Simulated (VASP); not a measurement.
# Ga2GeSe2 (P-3m1) in VASP: a series of runs, part 2 of 3

VASP 6.6.1. Earlier steps stand in the parts before.

## Step 3: Single point, PBE

This run uses another cell than the first one, of 24.79 Å³/atom, 0.967 times its volume.

Contents of INCAR:

```
SYSTEM = Ga2GeSe2
ALGO     = Normal         ! electronic algorithm
EDIFF    = 1E-6           ! SCF threshold, eV
ENCUT    = 520            ! plane-wave cutoff, eV
GGA      = PE             ! functional
ISIF     = 2              ! what is computed and relaxed
ISMEAR   = 0              ! smearing method
LASPH    = .TRUE.         ! aspherical terms in the spheres
LCHARG   = .TRUE.         ! write CHGCAR
LELF     = .TRUE.         ! ELF
LREAL    = .FALSE.        ! projectors in reciprocal space
LVHAR    = .TRUE.       
LWAVE    = .FALSE.        ! write WAVECAR
NBANDS   = 34             ! bands
NELM     = 100            ! most SCF steps
PREC     = Accurate       ! precision mode
SIGMA    = 0.1            ! smearing width, eV
```

Contents of KPOINTS:

```
k-points
0
G
  6 6 4
  0 0 0
```

Contents of POSCAR:

```
Ga2GeSe2
1.0
    4.6207823200      0.0000000000      0.0000000000
   -2.3103911600      4.0017148800      0.0000000000
    0.0000000000      0.0000000000      6.7026166400
Ga Ge Se
2 1 2
Direct
    0.3333333300      0.6666666700      0.9451771400
    0.6666666700      0.3333333300      0.0548228600
    0.0000000000      0.0000000000      0.5000000000
    0.3333333300      0.6666666700      0.4520039200
    0.6666666700      0.3333333300      0.5479960800
```

Potentials or basis: VASP PAW PBE potentials, release 64 (Ga_d, Ge_d, Se).

Run with:

```
$ cat potpaw_PBE.64/Ga_d/POTCAR potpaw_PBE.64/Ge_d/POTCAR potpaw_PBE.64/Se/POTCAR > POTCAR
$ mpirun -np 1 vasp_std > vasp.out
```

OUTCAR:

```text
SYSTEM = Ga2GeSe2
   EDIFF = 1E-6
   ENCUT = 520
   GGA = PE
   ISIF = 2
   ISMEAR = 0
   LASPH = .TRUE.
   LREAL = .FALSE.
   NELM = 100
   PREC = Accurate

 ion  position               nearest neighbor table
   1  0.333  0.667  0.945-   2 2.77   2 2.77   2 2.77
   2  0.667  0.333  0.055-   1 2.77   1 2.77   1 2.77
   3  0.000  0.000  0.500-   4 2.69   5 2.69   5 2.69   4 2.69   5 2.69   4 2.69
   4  0.333  0.667  0.452-   3 2.69   3 2.69   3 2.69   5 2.74   5 2.74   5 2.74
   5  0.667  0.333  0.548-   3 2.69   3 2.69   3 2.69   4 2.74   4 2.74   4 2.74

  LATTYP: Found a hexagonal cell.
 ALAT       =     4.6207823200
 C/A-ratio  =     1.4505371982

  Lattice vectors:

 A1 = (   4.6207823200,   0.0000000000,   0.0000000000)
 A2 = (  -2.3103911600,   4.0017148800,   0.0000000000)
 A3 = (   0.0000000000,   0.0000000000,   6.7026166400)

Analysis of symmetry for initial positions (statically):
=====================================================================
 Subroutine PRICEL returns:
 Original cell was already a primitive cell.

 Routine SETGRP: Setting up the symmetry group for a
 hexagonal supercell.

 Subroutine GETGRP returns: Found 12 space group operations
 (whereof 12 operations were pure point group operations)
 out of a pool of 24 trial point group operations.

The static configuration has the point symmetry D_3d.

Analysis of symmetry for dynamics (positions and initial velocities):
=====================================================================
 Subroutine PRICEL returns:
 Original cell was already a primitive cell.

 Routine SETGRP: Setting up the symmetry group for a
 hexagonal supercell.

 Subroutine GETGRP returns: Found 12 space group operations
 (whereof 12 operations were pure point group operations)
 out of a pool of 24 trial point group operations.

The dynamic configuration has the point symmetry D_3d.

 Subroutine INISYM returns: Found 12 space group operations
 (whereof 12 operations are pure point group operations),
[... 121 lines left out ...]
     AMIX_MAG =   1.60;   BMIX_MAG =  1.00
  volume/ion in A,a.u.               =      24.79       167.28
  Fermi-wavevector in a.u.,A,eV,Ry     =   1.225577  2.316005 20.436481  1.502039
  Thomas-Fermi vector in A             =   2.360610
   LORBIT       =      0    0 simple, 1 ext, 2 COOP (PROOUT), +10 PAW based schemes
   GGA     = PE    functional components
   LHFCALC =     F    Hartree Fock is set to
   AEXX    =    0.0000 exact exchange contribution
   IVDW    =     0    specifies the selected vdW correction
   LEPSILON=     F    determine dielectric tensor
   LRPA    =     F    only Hartree local field effects (RPA)
 non-spin polarized calculation
 Gauss-broadening in eV      SIGMA  =   0.10
  energy-cutoff  :      520.00
  volume of cell :      123.94
 maximum number of plane-waves:      3367
 NGX is ok and might be reduce to    36
   NGX = 17   NGY = 17   NGZ = 25

 number of electron      51.9999963 magnetization

 Free energy of the ion-electron system (eV)
  ---------------------------------------------------
  ext. energy  EPLUGINS =         0.00000000
  ---------------------------------------------------
  free energy    TOTEN  =       -15.09028980 eV

  energy without entropy =      -15.05704084  energy(sigma->0) =      -15.07366532

 E-fermi :   3.8715     XC(G=0):  -9.4827

 val. band max:        3.8552380350   @ k =   0.5000  -0.0000   0.5000
 cond. band min:       3.8723015189   @ k =  -0.1667   0.5000   0.2500
 fundamental gap:      0.0170634839
 Fermi energy:         3.8714543250

 k-point     1 :       0.0000    0.0000    0.0000
  band No.  band energies     occupation
      1     -21.1791      2.00000
      2     -21.1791      2.00000
      3     -21.1588      2.00000
      4     -21.1481      2.00000
      5     -21.1481      2.00000
      6     -12.0924      2.00000
[... 877 lines left out ...]
     33       8.5541      0.00000
     34       9.5940      0.00000

------------------------ aborting loop because EDIFF is reached ----------------------------------------

  FORCE on cell =-STRESS in cart. coord.  units (eV):
  Direction    XX          YY          ZZ          XY          YZ          ZX
  --------------------------------------------------------------------------------------
  -------------------------------------------------------------------------------------
  Total        5.2226714      5.2226714     -2.9559078      0.0000000      0.0000000     -0.0000000
  in kB       67.5145307     67.5145309    -38.2116181      0.0000000      0.0000000     -0.0000000
  external PRESSURE =      32.2724811 kB  Pullay stress =       0.0000000 kB

 VOLUME and BASIS-vectors are now :
 -----------------------------------------------------------------------------
  energy-cutoff  :      520.00
  volume of cell :      123.94
      direct lattice vectors                 reciprocal lattice vectors
     4.620782320  0.000000000  0.000000000     0.216413570  0.124946433  0.000000000
    -2.310391160  4.001714880  0.000000000     0.000000000  0.249892866  0.000000000
     0.000000000  0.000000000  6.702616640     0.000000000  0.000000000  0.149195464

 POSITION                                       TOTAL-FORCE (eV/Angst)
 -----------------------------------------------------------------------------------
     -0.00000      2.66781      6.33516        -0.000000      0.000000      0.354901
      2.31039      1.33390      0.36746        -0.000000      0.000000     -0.354901
      0.00000      0.00000      3.35131        -0.000000      0.000000     -0.000000
     -0.00000      2.66781      3.02961        -0.000000      0.000000     -1.496870
      2.31039      1.33390      3.67301         0.000000      0.000000      1.496870
 -----------------------------------------------------------------------------------
    total drift:                                0.000000      0.000000     -0.000000

  FREE ENERGIE OF THE ION-ELECTRON SYSTEM (eV)
  ---------------------------------------------------
  free  energy   TOTEN  =       -15.0902897974 eV

  energy  without entropy=      -15.0570408364  energy(sigma->0) =      -15.07366532
```

stdout:

```text
POSCAR found type information on POSCAR GaGeSe
 POSCAR found :  3 types and       5 ions
 scaLAPACK will be used
 LDA part: xc-table for (Slater+PW92), standard interpolation
 POSCAR, INCAR and KPOINTS ok, starting setup
 FFT: planning ... GRIDC
 FFT: planning ... GRID_SOFT
 FFT: planning ... GRID
 WAVECAR not read
 entering main loop
```

It took 67 s on 1 thread of AMD EPYC 9R45 (Zen 5), shared host; peak memory 0.27 GiB.

What came out:

| Item | Value |
| --- | --- |
| Free energy | -15.0903 eV |
| Pressure | 3.2 GPa |
| Largest force | 1.497 eV/Å |
| Band gap on the k mesh | zero (band 26 reaches 3.93 eV, above the bottom of band 27 at 2.50 eV) |

Forces on the atoms (eV/Å):
```
Ga   0.000  0.000  0.355
Ga   0.000  0.000 -0.355
Ge   0.000  0.000  0.000
Se   0.000  0.000 -1.497
Se   0.000  0.000  1.497
```

Stress tensor (GPa, compression positive):
```
 6.75  0.00  0.00
 0.00  6.75  0.00
 0.00  0.00 -3.82
```

Caveat: forces of over 1 eV/Å act on the atoms, so gaps and moduli don't describe the material at rest.

## Step 4: Single point, PBE

This run uses another cell than the first one, of 25.57 Å³/atom, 0.997 times its volume.

Contents of INCAR:

```
PREC = Accurate
ENCUT = 520
EDIFF = 1E-7
ISMEAR = 0
SIGMA = 0.1
LREAL = F
LASPH = T
NELM = 80
ALGO = Normal
ISIF = 2
LWAVE = F
LCHARG = F
GGA = PE
NBANDS = 34
```

Contents of KPOINTS:

```
regular mesh
0
Gamma
  6 6 4
```

Contents of POSCAR:

```
Ga2GeSe2
1.0
    4.0818823467      0.0000000000      0.0000000000
   -2.0409411734      3.5350138075      0.0000000000
    0.0000000000      0.0000000000      8.8590520329
Ga Ge Se
2 1 2
Direct
    0.3333333333      0.6666666667      1.0601962686
    0.6666666667      0.3333333333     -0.0601962686
    0.0000000000      0.0000000000      0.5000000000
    0.3333333333      0.6666666667      0.3307034047
    0.6666666667      0.3333333333      0.6692965953
```

Run with:

```
$ cat potpaw_PBE.64/Ga_d/POTCAR potpaw_PBE.64/Ge_d/POTCAR potpaw_PBE.64/Se/POTCAR > POTCAR
$ mpirun -np 1 vasp_std > vasp.out
```

Run time: 75 s. Hardware: 1 thread of AMD EPYC 9R45 (Zen 5), shared host; peak memory 0.26 GiB.

Results (log left out):

* Free energy: -18.1560 eV
* Pressure: 0.0 GPa
* Largest force: 0.006 eV/Å
* Band gap on the k mesh: zero (band 26 reaches 4.58 eV, above the bottom of band 27 at 2.76 eV)

Forces on the atoms (eV/Å):
```
Ga   0.000  0.000 -0.004
Ga   0.000  0.000  0.004
Ge   0.000  0.000  0.000
Se   0.000  0.000  0.006
Se   0.000  0.000 -0.006
```

Levels at points of the mesh, in eV from the Fermi level:
```csv
k point,band 22,band 23,band 24,band 25,band 26,band 27,band 28,band 29,band 30,band 31
"(0.00, 0.00, 0.00)",-1.79,-1.58,-1.58,-1.20,1.14,2.13,2.13,2.41,2.41,2.79
"(0.50, 0.00, 0.00)",-3.25,-2.83,-2.73,-1.52,-0.88,0.21,1.74,2.25,2.79,3.93
"(0.00, 0.00, 0.50)",-1.83,-1.83,-1.51,-1.51,1.32,1.65,1.65,2.23,3.09,3.09
"(0.50, 0.00, 0.50)",-3.55,-3.20,-2.57,-1.76,-1.04,0.68,1.41,3.00,3.34,4.09
```

## Step 5: Relaxation of cell and atoms, PBE

This run uses another cell than the first one, of 24.79 Å³/atom, 0.967 times its volume.

Contents of INCAR:

```
SYSTEM = Ga2GeSe2
PREC     = Accurate       ! precision mode
ENCUT    = 600            ! plane-wave cutoff, eV
EDIFF    = 1E-6           ! SCF threshold, eV
ISMEAR   = 0              ! smearing method
SIGMA    = 0.1            ! smearing width, eV
LREAL    = .FALSE.        ! projectors in reciprocal space
LASPH    = .TRUE.         ! aspherical terms in the spheres
NELM     = 100            ! most SCF steps
ALGO     = Normal         ! electronic algorithm
ISIF     = 3              ! what is computed and relaxed
LWAVE    = .FALSE.        ! write WAVECAR
LCHARG   = .FALSE.        ! write CHGCAR
GGA      = PE             ! functional
IBRION   = 2              ! ionic algorithm
NSW      = 90             ! ionic steps
EDIFFG   = -0.04          ! ionic threshold
```

Contents of KPOINTS:

```
regular mesh
0
G
  6 6 4
  0 0 0
```

Contents of POSCAR:

```
Ga2GeSe2
1.0
    4.6207823200      0.0000000000      0.0000000000
   -2.3103911600      4.0017148800      0.0000000000
    0.0000000000      0.0000000000      6.7026166400
Ga Ge Se
2 1 2
Direct
    0.3333333300      0.6666666700      0.9451771400
    0.6666666700      0.3333333300      0.0548228600
    0.0000000000      0.0000000000      0.5000000000
    0.3333333300      0.6666666700      0.4520039200
    0.6666666700      0.3333333300      0.5479960800
```

Potentials or basis: VASP PAW PBE potentials, release 64 (Ga_d, Ge_d, Se).

Run with:

```
$ cat potpaw_PBE.64/Ga_d/POTCAR potpaw_PBE.64/Ge_d/POTCAR potpaw_PBE.64/Se/POTCAR > POTCAR
$ mpirun -np 1 vasp_std > vasp.out
```

OUTCAR:

```text
SYSTEM = Ga2GeSe2
   PREC = Accurate
   ENCUT = 600
   EDIFF = 1E-6
   ISMEAR = 0
   LREAL = .FALSE.
   LASPH = .TRUE.
   NELM = 100
   ISIF = 3
   GGA = PE
   IBRION = 2
   NSW = 90
   EDIFFG = -0.04

 ion  position               nearest neighbor table
   1  0.333  0.667  0.945-   2 2.77   2 2.77   2 2.77
   2  0.667  0.333  0.055-   1 2.77   1 2.77   1 2.77
   3  0.000  0.000  0.500-   4 2.69   5 2.69   5 2.69   4 2.69   5 2.69   4 2.69
   4  0.333  0.667  0.452-   3 2.69   3 2.69   3 2.69   5 2.74   5 2.74   5 2.74
   5  0.667  0.333  0.548-   3 2.69   3 2.69   3 2.69   4 2.74   4 2.74   4 2.74

  LATTYP: Found a hexagonal cell.
 ALAT       =     4.6207823200
 C/A-ratio  =     1.4505371982

  Lattice vectors:

 A1 = (   4.6207823200,   0.0000000000,   0.0000000000)
 A2 = (  -2.3103911600,   4.0017148800,   0.0000000000)
 A3 = (   0.0000000000,   0.0000000000,   6.7026166400)

Analysis of symmetry for initial positions (statically):
=====================================================================
 Subroutine PRICEL returns:
 Original cell was already a primitive cell.

 Routine SETGRP: Setting up the symmetry group for a
[... 175 lines left out ...]
  energy without entropy =      -15.05690362  energy(sigma->0) =      -15.07352795

------------------------ aborting loop because EDIFF is reached ----------------------------------------

  FORCE on cell =-STRESS in cart. coord.  units (eV):
  Direction    XX          YY          ZZ          XY          YZ          ZX
  --------------------------------------------------------------------------------------
  -------------------------------------------------------------------------------------
  Total        5.2165511      5.2165512     -2.9604196      0.0000000      0.0000000      0.0000000
  in kB       67.4354128     67.4354129    -38.2699441      0.0000000      0.0000000      0.0000000
  external PRESSURE =      32.2002939 kB  Pullay stress =       0.0000000 kB
[... 98 lines left out ...]
  FREE ENERGIE OF THE ION-ELECTRON SYSTEM (eV)
  ---------------------------------------------------
  free  energy   TOTEN  =       -15.7516788805 eV

  energy  without entropy=      -15.7198071332  energy(sigma->0) =      -15.73574301

[... ionic steps 4 to 49 ...]

--------------------------------------- Ionic step       50  -------------------------------------------

 number of electron      52.0000040 magnetization

------------------------ aborting loop because EDIFF is reached ----------------------------------------
[... 73 lines left out ...]
--------------------------------------- Ionic step       52  -------------------------------------------

 number of electron      52.0000046 magnetization

 Free energy of the ion-electron system (eV)
  ---------------------------------------------------
  ext. energy  EPLUGINS =         0.00000000
  ---------------------------------------------------
  free energy    TOTEN  =       -18.14662189 eV

  energy without entropy =      -18.13375885  energy(sigma->0) =      -18.14019037

 E-fermi :   3.2526     XC(G=0):  -9.2232

 val. band max:        3.2234969210   @ k =   0.1667   0.1667   0.5000
 cond. band min:       3.2829733695   @ k =   0.3333   0.1667   0.2500
 fundamental gap:      0.0594764485
 Fermi energy:         3.2526209389

 k-point     1 :       0.0000    0.0000    0.0000
  band No.  band energies     occupation
      1     -21.6586      2.00000
      2     -21.6586      2.00000
      3     -21.6499      2.00000
      4     -21.6491      2.00000
      5     -21.6491      2.00000
      6     -11.9582      2.00000
[... 837 lines left out ...]
  FREE ENERGIE OF THE ION-ELECTRON SYSTEM (eV)
  ---------------------------------------------------
  free  energy   TOTEN  =       -18.1466218925 eV

  energy  without entropy=      -18.1337588542  energy(sigma->0) =      -18.14019037

 reached required accuracy - stopping structural energy minimisation
```

OSZICAR:

```text
N       E                     dE             d eps       ncg     rms          rms(c)
DAV:   1     0.472488716034E+03    0.47249E+03   -0.27171E+04  1621   0.320E+03
DAV:   2     0.676208430066E+02   -0.40487E+03   -0.39602E+03  1560   0.772E+02
DAV:   3    -0.103547508143E+02   -0.77976E+02   -0.76666E+02  1768   0.198E+02
DAV:   4    -0.150287006299E+02   -0.46739E+01   -0.46169E+01  1771   0.544E+01
[... 514 lines left out ...]
DAV:   2    -0.181470302141E+02    0.72173E-03   -0.10780E-02  1930   0.102E+00    0.121E-01
DAV:   3    -0.181466744350E+02    0.35578E-03   -0.10448E-03  2217   0.285E-01    0.468E-02
DAV:   4    -0.181466272271E+02    0.47208E-04   -0.17139E-04  1787   0.972E-02    0.135E-02
DAV:   5    -0.181466220252E+02    0.52019E-05   -0.17707E-05  1793   0.354E-02    0.447E-03
DAV:   6    -0.181466218925E+02    0.13268E-06   -0.33137E-06  1488   0.213E-02
  52 F= -.18146622E+02 E0= -.18140190E+02  d E =-.325943E-02
```

CONTCAR:

```text
Ga2GeSe2
   1.00000000000000
     4.0912475775706634   -0.0000000000000000    0.0000000000000000
    -2.0456237887853317    3.5431243385605047    0.0000000000000001
    -0.0000000000000000    0.0000000000000004    8.8269102613169537
  Ga              Ge              Se
     2     1     2
Direct
     0.3333333300000021    0.6666666699999979    0.0594956040104820
     0.6666666699999979    0.3333333300000021    0.9405043959895181
     0.0000000000000000    0.0000000000000000    0.5000000000000000
     0.3333333300000021    0.6666666699999979    0.3310760195835603
     0.6666666699999979    0.3333333300000021    0.6689239804164395

  0.00000000E+00  0.00000000E+00  0.00000000E+00
  0.00000000E+00  0.00000000E+00  0.00000000E+00
  0.00000000E+00  0.00000000E+00  0.00000000E+00
  0.00000000E+00  0.00000000E+00  0.00000000E+00
  0.00000000E+00  0.00000000E+00  0.00000000E+00
```

Wall time 33 min (1 thread of AMD EPYC 9R45 (Zen 5), shared host); peak memory 0.34 GiB.

Results:

```
Free energy                            : -18.1466 eV
Relaxed volume                         : 25.59 Å³/atom
Relaxed cell                           : a = 4.091 Å, b = 4.091 Å, c = 8.827 Å, α = 90.00°, β = 90.00°, γ = 120.00°
Space group after relaxing (to 0.05 Å) : P-3m1 (No. 164)
Energy gained by relaxing              : 611.3 meV/atom
Ionic steps                            : 52
Pressure after relaxing                : 0.0 GPa
Largest force after relaxing           : 0.012 eV/Å
Band gap on the k mesh                 : zero (band 26 reaches 4.54 eV, above the bottom of band 27 at 2.75 eV)
```

Forces on the atoms (eV/Å):
```
Ga   0.000  0.000  0.012
Ga   0.000  0.000 -0.012
Ge   0.000  0.000  0.000
Se   0.000  0.000 -0.006
Se   0.000  0.000  0.006
```

Step by step:
| step | energy change (eV) | largest force (eV/Å) | pressure (GPa) | volume (Å³) |
| --- | --- | --- | --- | --- |
| 1 | 0.0000 | 1.4971 | 3.22 | 123.94 |
| 3 | -0.6615 | 0.6821 | -2.99 | 140.02 |
| 5 | -0.9556 | 0.5364 | 0.02 | 125.74 |
| 7 | -1.1400 | 0.1594 | 2.64 | 118.58 |
| 9 | -1.3940 | 0.1076 | 1.21 | 122.71 |
| 11 | -2.0389 | 0.3029 | -3.68 | 135.84 |
| 13 | -2.0618 | 0.2246 | -2.97 | 134.15 |
| 15 | -2.1448 | 0.3356 | -2.86 | 130.82 |
| 17 | -2.2502 | 0.3498 | 0.08 | 121.09 |
| 19 | -2.2613 | 0.2479 | 0.18 | 120.51 |
| 21 | -2.2734 | 0.1324 | 0.08 | 120.86 |
| 23 | -2.2784 | 0.2563 | -0.62 | 123.22 |
| 25 | -2.2906 | 0.3665 | -0.70 | 124.15 |
| 27 | -2.3517 | 0.6346 | -1.04 | 127.82 |
| 29 | -2.3754 | 0.6579 | -1.15 | 130.35 |
| 31 | -2.3788 | 0.6429 | -1.14 | 130.89 |
| 33 | -2.3929 | 0.5661 | -0.98 | 131.96 |
| 35 | -2.3944 | 0.5200 | -0.94 | 132.40 |
| 37 | -2.4368 | 0.4957 | -0.76 | 132.04 |
| 39 | -2.5988 | 0.3342 | 0.00 | 130.41 |
| 41 | -2.8146 | 0.7428 | 0.29 | 130.15 |
| 43 | -2.9037 | 0.9213 | -1.49 | 134.06 |
| 45 | -3.0294 | 0.2747 | -0.82 | 131.08 |
| 47 | -3.0427 | 0.2232 | -0.07 | 128.84 |
| 49 | -3.0522 | 0.1471 | 0.22 | 127.42 |
| 51 | -3.0562 | 0.0620 | 0.08 | 127.73 |
| 52 | -3.0565 | 0.0122 | -0.01 | 127.95 |

Final structure:
```
Ga Ge Se
1.0
     4.09125    0.00000    0.00000
    -2.04562    3.54312    0.00000
     0.00000    0.00000    8.82691
Ga Ge Se
2 1 2
Direct
  0.33333 0.66667 0.05950
  0.66667 0.33333 0.94050
  0.00000 0.00000 0.50000
  0.33333 0.66667 0.33108
  0.66667 0.33333 0.66892
```

[end of part 2 of 3]
